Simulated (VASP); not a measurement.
# Na4Y3N (Pm-3m) in VASP: further runs

Na4Y3N is run at these levels: PBE; tasks: relaxation of cell and atoms, single point.

All numbers are computed with VASP 6.6.1; they aren't measurements. Logs are shortened: lines on timing, memory, paths and dates and some standing lists are left out, and cuts for length are marked.

### Step 1. The cell of the first run

The structure is cubic, space group Pm-3m (No. 221). Conventional cell: a = 5.855 Å, b = 5.855 Å, c = 5.855 Å, α = 90.00°, β = 90.00°, γ = 90.00°. Within 3.9 Å of Na (site symmetry m-3m) lie 6 Na at 2.93 Å. Within 3.9 Å of Na (site symmetry 4/mmm) lie 2 Na at 2.93 Å and 4 Y at 2.93 Å. Y (site symmetry 4/mmm) has 4 Na at 2.93 Å and 2 N at 2.93 Å within 3.9 Å. N (site symmetry m-3m) has 6 Y at 2.93 Å within 3.9 Å.

### Step 2. Relaxation of cell and atoms, PBE

INCAR

```
ALGO     = Normal         # electronic algorithm
EDIFF    = 1E-6           # SCF threshold, eV
EDIFFG   = -0.01          # ionic threshold
ENCUT    = 600            # plane-wave cutoff, eV
GGA      = PE             # functional
IBRION   = 2              # ionic algorithm
ISIF     = 3              # what is computed and relaxed
ISMEAR   = 0              # smearing method
LASPH    = T              # aspherical terms in the spheres
LCHARG   = F              # write CHGCAR
LREAL    = F              # projectors in reciprocal space
LWAVE    = F              # write WAVECAR
NELM     = 100            # most SCF steps
NSW      = 100            # ionic steps
PREC     = Accurate       # precision mode
SIGMA    = 0.1            # smearing width, eV
```

KPOINTS

```
k-points
0
Gamma
  6 6 6
```

POSCAR

```
Na4Y3N
1.0
    5.8551941148      0.0000000000      0.0000000000
    0.0000000000      5.8551941148      0.0000000000
    0.0000000000      0.0000000000      5.8551941148
Na Y N
4 3 1
Direct
    0.5000000000      0.5000000000      0.5000000000
    0.0000000000      0.5000000000      0.5000000000
    0.5000000000      0.0000000000      0.5000000000
    0.5000000000      0.5000000000      0.0000000000
    0.5000000000      0.0000000000      0.0000000000
    0.0000000000      0.5000000000      0.0000000000
    0.0000000000      0.0000000000      0.5000000000
    0.0000000000      0.0000000000      0.0000000000
```

Potentials or basis: VASP PAW PBE potentials, release 64 (Na_pv, Y_sv, N).

On the command line:

```sh
$ cat potpaw_PBE.64/Na_pv/POTCAR potpaw_PBE.64/Y_sv/POTCAR potpaw_PBE.64/N/POTCAR > POTCAR
$ mpirun -np 1 vasp_std > vasp.out
```

OUTCAR:

```text
EDIFF = 1E-6
   EDIFFG = -0.01
   ENCUT = 600
   GGA = PE
   IBRION = 2
   ISIF = 3
   ISMEAR = 0
   LASPH = T
   LREAL = F
   NELM = 100
   NSW = 100
   PREC = Accurate

 ion  position               nearest neighbor table
   1  0.500  0.500  0.500-
   2  0.000  0.500  0.500-   6 2.93   7 2.93   6 2.93   7 2.93
   3  0.500  0.000  0.500-   5 2.93   7 2.93   5 2.93   7 2.93
   4  0.500  0.500  0.000-   5 2.93   6 2.93   5 2.93   6 2.93
   5  0.500  0.000  0.000-   3 2.93   4 2.93   8 2.93   3 2.93   4 2.93   8 2.93   7 4.14   6 4.14
                             6 4.14   6 4.14   7 4.14   7 4.14   7 4.14   6 4.14
   6  0.000  0.500  0.000-   2 2.93   4 2.93   8 2.93   2 2.93   8 2.93   4 2.93   7 4.14   5 4.14
                             7 4.14   5 4.14   7 4.14   7 4.14   5 4.14   5 4.14
   7  0.000  0.000  0.500-   2 2.93   3 2.93   8 2.93   8 2.93   2 2.93   3 2.93   6 4.14   6 4.14
                             5 4.14   6 4.14   6 4.14   5 4.14   5 4.14   5 4.14
   8  0.000  0.000  0.000-   5 2.93   6 2.93   7 2.93   7 2.93   6 2.93   5 2.93

  LATTYP: Found a simple cubic cell.
 ALAT       =     5.8551941148

  Lattice vectors:

 A1 = (   5.8551941148,   0.0000000000,   0.0000000000)
 A2 = (   0.0000000000,   5.8551941148,   0.0000000000)
 A3 = (   0.0000000000,   0.0000000000,   5.8551941148)

Analysis of symmetry for initial positions (statically):
=====================================================================
 Subroutine PRICEL returns:
 Original cell was already a primitive cell.

 Routine SETGRP: Setting up the symmetry group for a
 simple cubic supercell.

 Subroutine GETGRP returns: Found 48 space group operations
 (whereof 48 operations were pure point group operations)
 out of a pool of 48 trial point group operations.

The static configuration has the point symmetry O_h .

Analysis of symmetry for dynamics (positions and initial velocities):
=====================================================================
 Subroutine PRICEL returns:
 Original cell was already a primitive cell.

 Routine SETGRP: Setting up the symmetry group for a
 simple cubic supercell.

 Subroutine GETGRP returns: Found 48 space group operations
 (whereof 48 operations were pure point group operations)
 out of a pool of 48 trial point group operations.

The dynamic configuration has the point symmetry O_h .

 Subroutine INISYM returns: Found 48 space group operations
 (whereof 48 operations are pure point group operations),
 and found     1 'primitive' translations

----------------------------------------------------------------------------------------

                                     Primitive cell

  volume of cell :     200.7354

  direct lattice vectors                    reciprocal lattice vectors
[... 89 lines left out ...]
   LNONCOLLINEAR =      F non collinear calculations
   LSORBIT =      F    spin-orbit coupling
   LASPH  =      T    aspherical Exc in radial PAW
   ENCUT  =  600.0 eV  44.10 Ry    6.64 a.u.  11.69 11.69 11.69*2*pi/ulx,y,z
   NELM   =    100;   NELMIN=  2; NELMDL= -5     # of ELM steps
   EDIFF  = 0.1E-05   stopping-criterion for ELM
   LREAL  =      F    real-space projection
   EDIFFG = -.1E-01   stopping-criterion for IOM
   NSW    =    100    number of steps for IOM
   IBRION =      2    ionic relax: 0-MD 1-quasi-New 2-CG
   NFREE  =      1    steps in history (QN), initial steepest desc. (CG)
   ISIF   =      3    stress and relaxation
   ISYM   =      2    0-nonsym 1-usesym 2-fastsym
   POTIM  = 0.5000    time-step for ionic-motion
   TEBEG  =    0.0;   TEEND  =   0.0 temperature during run
   PSTRESS=    0.0 pullay stress
   NELECT =      66.0000    total number of electrons
   NUPDOWN=      -1.0000    fix difference up-down
   EMIN   =  10.00;   EMAX   =-10.00  energy-range for DOS
   EFERMI =   0.00;   METHOD = LEGACY
   ISMEAR =     0;   SIGMA  =   0.10  broadening in eV -4-tet -1-fermi 0-gaus
   EFERMI_NEDOS =   21; number of points for ismear=-14 and -15
   IALGO  =     38    algorithm
   IMIX   =      4    mixing-type and parameters
     AMIX     =   0.40;   BMIX     =  1.00
     AMIX_MAG =   1.60;   BMIX_MAG =  1.00
  volume/ion in A,a.u.               =      25.09       169.33
  Fermi-wavevector in a.u.,A,eV,Ry     =   1.129921  2.135242 17.370858  1.276722
  Thomas-Fermi vector in A             =   2.266616
   LORBIT       =      0    0 simple, 1 ext, 2 COOP (PROOUT), +10 PAW based schemes
   GGA     = PE    functional components
   LHFCALC =     F    Hartree Fock is set to
   AEXX    =    0.0000 exact exchange contribution
   IVDW    =     0    specifies the selected vdW correction
   LEPSILON=     F    determine dielectric tensor
   LRPA    =     F    only Hartree local field effects (RPA)
 conjugate gradient relaxation of ions
 non-spin polarized calculation
 Gauss-broadening in eV      SIGMA  =   0.10
  energy-cutoff  :      600.00
  volume of cell :      200.74
 maximum number of plane-waves:      6776
 NGX is ok and might be reduce to    48
   NGX = 23   NGY = 23   NGZ = 23

--------------------------------------- Ionic step        1  -------------------------------------------

 number of electron      66.0000056 magnetization

 Free energy of the ion-electron system (eV)
  ---------------------------------------------------
  ext. energy  EPLUGINS =         0.00000000
  ---------------------------------------------------
  free energy    TOTEN  =       -27.41395026 eV

  energy without entropy =      -27.37744922  energy(sigma->0) =      -27.39569974

------------------------ aborting loop because EDIFF is reached ----------------------------------------

  FORCE on cell =-STRESS in cart. coord.  units (eV):
  Direction    XX          YY          ZZ          XY          YZ          ZX
  --------------------------------------------------------------------------------------
  -------------------------------------------------------------------------------------
  Total        0.8554727      0.8554727      0.8554727      0.0000000      0.0000000      0.0000000
  in kB        6.8279895      6.8279895      6.8279895      0.0000000      0.0000000      0.0000000
  external PRESSURE =       6.8279895 kB  Pullay stress =       0.0000000 kB
[... 71 lines left out ...]
--------------------------------------- Ionic step        3  -------------------------------------------

 number of electron      66.0000035 magnetization

 Free energy of the ion-electron system (eV)
  ---------------------------------------------------
  ext. energy  EPLUGINS =         0.00000000
  ---------------------------------------------------
  free energy    TOTEN  =       -27.42446077 eV

  energy without entropy =      -27.38899859  energy(sigma->0) =      -27.40672968

 E-fermi :   2.4586     XC(G=0):  -8.6950

 val. band max:        2.4059673104   @ k =   0.3333   0.0000   0.0000
 cond. band min:       2.4729407669   @ k =   0.3333   0.3333   0.1667
 fundamental gap:      0.0669734564
 Fermi energy:         2.4585725306

 k-point     1 :       0.0000    0.0000    0.0000
  band No.  band energies     occupation
      1     -41.1932      2.00000
      2     -41.1854      2.00000
      3     -41.1854      2.00000
      4     -22.3998      2.00000
      5     -22.3998      2.00000
      6     -22.3998      2.00000
[... 864 lines left out ...]
  FREE ENERGIE OF THE ION-ELECTRON SYSTEM (eV)
  ---------------------------------------------------
  free  energy   TOTEN  =       -27.4244607682 eV

  energy  without entropy=      -27.3889985938  energy(sigma->0) =      -27.40672968

 reached required accuracy - stopping structural energy minimisation
```

CONTCAR:

```text
Na4Y3N
   1.00000000000000
     5.9012497202358576    0.0000000000000000    0.0000000000000000
     0.0000000000000000    5.9012497202358576    0.0000000000000000
    -0.0000000000000000    0.0000000000000000    5.9012497202358576
  Na              Y               N
     4     3     1
Direct
     0.5000000000000000    0.5000000000000000    0.5000000000000000
     0.0000000000000000    0.5000000000000000    0.5000000000000000
     0.5000000000000000    0.0000000000000000    0.5000000000000000
     0.5000000000000000    0.5000000000000000    0.0000000000000000
     0.5000000000000000    0.0000000000000000    0.0000000000000000
     0.0000000000000000    0.5000000000000000    0.0000000000000000
     0.0000000000000000    0.0000000000000000    0.5000000000000000
     0.0000000000000000    0.0000000000000000    0.0000000000000000

  0.00000000E+00  0.00000000E+00  0.00000000E+00
  0.00000000E+00  0.00000000E+00  0.00000000E+00
  0.00000000E+00  0.00000000E+00  0.00000000E+00
  0.00000000E+00  0.00000000E+00  0.00000000E+00
  0.00000000E+00  0.00000000E+00  0.00000000E+00
  0.00000000E+00  0.00000000E+00  0.00000000E+00
  0.00000000E+00  0.00000000E+00  0.00000000E+00
  0.00000000E+00  0.00000000E+00  0.00000000E+00
```

Wall time 13 min (1 thread of Oxide Virtual Turin-like, shared host); peak memory 0.42 GiB.

Results:

```
Free energy                            : -27.4245 eV
Relaxed volume                         : 25.69 Å³/atom
Relaxed cell                           : a = 5.901 Å, b = 5.901 Å, c = 5.901 Å, α = 90.00°, β = 90.00°, γ = 90.00°
Space group after relaxing (to 0.05 Å) : Pm-3m (No. 221)
Energy gained by relaxing              : 1.3 meV/atom
Ionic steps                            : 3
Pressure after relaxing                : 0.0 GPa
Band gap on the k mesh                 : zero (band 33 reaches 2.63 eV, above the bottom of band 34 at 2.16 eV)
```

Step by step:
| step | energy change (eV) | largest force (eV/Å) | pressure (GPa) | volume (Å³) |
| --- | --- | --- | --- | --- |
| 1 | 0.0000 | 0.0000 | 0.68 | 200.74 |
| 2 | -0.0091 | 0.0000 | 0.24 | 203.86 |
| 3 | -0.0105 | 0.0000 | 0.03 | 205.51 |

Final structure:
```
CELL_PARAMETERS angstrom
5.90125 0.00000 0.00000
0.00000 5.90125 0.00000
0.00000 0.00000 5.90125
ATOMIC_POSITIONS crystal
Na 0.50000 0.50000 0.50000
Na 0.00000 0.50000 0.50000
Na 0.50000 0.00000 0.50000
Na 0.50000 0.50000 0.00000
Y 0.50000 0.00000 0.00000
Y 0.00000 0.50000 0.00000
Y 0.00000 0.00000 0.50000
N 0.00000 0.00000 0.00000
```

### Step 3. Single point, PBE, collinear spin, ferromagnetic start

INCAR

```
PREC = Accurate
ENCUT = 520
EDIFF = 1E-7
ISMEAR = 0
SIGMA = 0.1
LREAL = False
LASPH = True
NELM = 150
ALGO = Normal
ISIF = 2
LWAVE = False
LCHARG = False
ISPIN = 2
MAGMOM = 0 0 0 0 0 0 0 1
LORBIT = 11
LMAXMIX = 4
GGA = PE
NBANDS = 47
```

KPOINTS

```
regular mesh
0
Gamma
  4 4 4
```

POSCAR is that of step 2.

Potentials or basis: VASP PAW PBE potentials, release 64 (Na_pv, Y_sv, N).

On the command line:

```sh
$ cat potpaw_PBE.64/Na_pv/POTCAR potpaw_PBE.64/Y_sv/POTCAR potpaw_PBE.64/N/POTCAR > POTCAR
$ mpirun -np 1 vasp_std > vasp.out
```

Wall time 7.9 min (1 thread of Oxide Virtual Turin-like, shared host); peak memory 0.45 GiB.

The run converged. Its results:

```
Free energy                                           : -27.4189 eV
Pressure                                              : 0.3 GPa
Band gap on the k mesh                                : zero (filled and empty bands overlap)
Net moment                                            : 0.00 μB per cell
Valence electrons inside the program's atomic spheres : Na 6.10, 6.19; Y 9.28; N 3.40
```

Levels at points of the mesh, in eV from the Fermi level:
Spin up:
```tsv
k point	band 29	band 30	band 31	band 32	band 33	band 34	band 35	band 36	band 37	band 38
(0.00, 0.00, 0.00)	-1.80	-1.16	-1.16	-0.40	-0.40	-0.40	0.94	0.94	0.94	1.32
(0.50, 0.00, 0.00)	-1.94	-1.76	-0.54	-0.54	-0.19	0.01	0.33	0.67	0.77	1.55
(0.50, 0.50, 0.00)	-2.08	-1.25	-1.25	-0.84	-0.53	0.41	0.41	0.44	0.44	1.02
(0.50, 0.50, 0.50)	-2.02	-0.74	-0.74	-0.74	-0.35	-0.35	-0.35	0.59	0.59	0.59
```
Spin down:
| k point | band 31 | band 32 | band 33 | band 34 | band 35 | band 36 |
| --- | --- | --- | --- | --- | --- | --- |
| (0.00, 0.00, 0.00) | -1.16 | -0.40 | -0.40 | -0.40 | 0.94 | 0.94 |
| (0.50, 0.00, 0.00) | -0.54 | -0.54 | -0.19 | 0.01 | 0.33 | 0.67 |
| (0.50, 0.50, 0.00) | -1.25 | -0.84 | -0.53 | 0.41 | 0.41 | 0.44 |
| (0.50, 0.50, 0.50) | -0.74 | -0.74 | -0.35 | -0.35 | -0.35 | 0.59 |
